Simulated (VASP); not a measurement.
The system is B.

```xyz
12
Lattice="2.4540 1.4168 4.1885 -2.4540 1.4168 4.1885 0.0000 -2.8336 4.1885" Properties=species:S:1:pos:R:3 pbc="T T T"
B    -1.5875    0.9165    2.8402
B     0.0000   -1.8331    2.8402
B     1.5875    0.9165    2.8402
B     1.5875   -0.9165    9.7254
B     0.0000    1.8331    9.7254
B    -1.5875   -0.9165    9.7254
B    -1.0103    0.5833    4.4964
B     0.0000   -1.1666    4.4964
B     1.0103    0.5833    4.4964
B     1.0103   -0.5833    8.0692
B     0.0000    1.1666    8.0692
B    -1.0103   -0.5833    8.0692
```

* Program: VASP 6.6.1
* Task: relaxation of cell and atoms
* Functional: PBE
* Potentials or basis: VASP PAW PBE potentials, release 64 (B)
* Cutoff: 600 eV
* k mesh: 6 × 6 × 6
* Occupations: gaussian, width 0.05 eV
* Spin: no spin polarisation

At the start: pressure -0.3 GPa; volume 7.28 Å³/atom.

Task: How do energy, volume and symmetry change on relaxing?

Result: Over 5 steps the energy falls by 4.1 meV/atom and the volume is 7.24 Å³/atom (-0.5 %); space group R-3m (No. 166, to 0.05 Å).

Step by step:
```csv
step,energy change (eV),largest force (eV/Å),pressure (GPa),volume (Å³)
1,0.0000,0.8627,-0.26,87.38
2,0.0591,1.4296,-1.31,87.23
3,-0.0469,0.0783,-0.93,87.32
4,-0.0491,0.0473,0.25,86.84
5,-0.0492,0.0282,0.01,86.94
```

Final structure:
```yaml
crystal:
  lattice:
    - [2.44987, 1.41443, 4.18158]
    - [-2.44987, 1.41443, 4.18158]
    - [0.00000, -2.82886, 4.18158]
  atoms:
    - { symbol: B, position: [0.01015, 0.65409, 0.01015] }
    - { symbol: B, position: [0.01015, 0.01015, 0.65409] }
    - { symbol: B, position: [0.65409, 0.01015, 0.01015] }
    - { symbol: B, position: [0.98985, 0.34591, 0.98985] }
    - { symbol: B, position: [0.98985, 0.98985, 0.34591] }
    - { symbol: B, position: [0.34591, 0.98985, 0.98985] }
    - { symbol: B, position: [0.22102, 0.63085, 0.22102] }
    - { symbol: B, position: [0.22102, 0.22102, 0.63085] }
    - { symbol: B, position: [0.63085, 0.22102, 0.22102] }
    - { symbol: B, position: [0.77898, 0.36915, 0.77898] }
    - { symbol: B, position: [0.77898, 0.77898, 0.36915] }
    - { symbol: B, position: [0.36915, 0.77898, 0.77898] }
```
